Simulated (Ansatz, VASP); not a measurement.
## One calculation of Ti, two programs

```
Ti
1.0
    -1.69288    1.69288    1.69288
     1.69288   -1.69288    1.69288
     1.69288    1.69288   -1.69288
Ti
1
Direct
  0.00000 0.00000 0.00000
```

Alike in both runs: task single point; functional PBE; k mesh 15 × 15 × 15; occupations fermi-dirac, width 0.1 eV; no spin polarisation.

|  | VASP | Ansatz |
| --- | --- | --- |
| version | VASP 6.6.1 | Ansatz 0.2.0 |
| potentials or method | VASP PAW PBE potentials, release 64 (Ti_sv), cutoff 520 eV | plane waves (420 eV) with PAW, scalar-relativistic |
| valence electrons in the cell | 12 | 12 |

|  | VASP | Ansatz | Ansatz less VASP |
| --- | --- | --- | --- |
| pressure (GPa) | -9.9 | -9.8 | +0.12 |
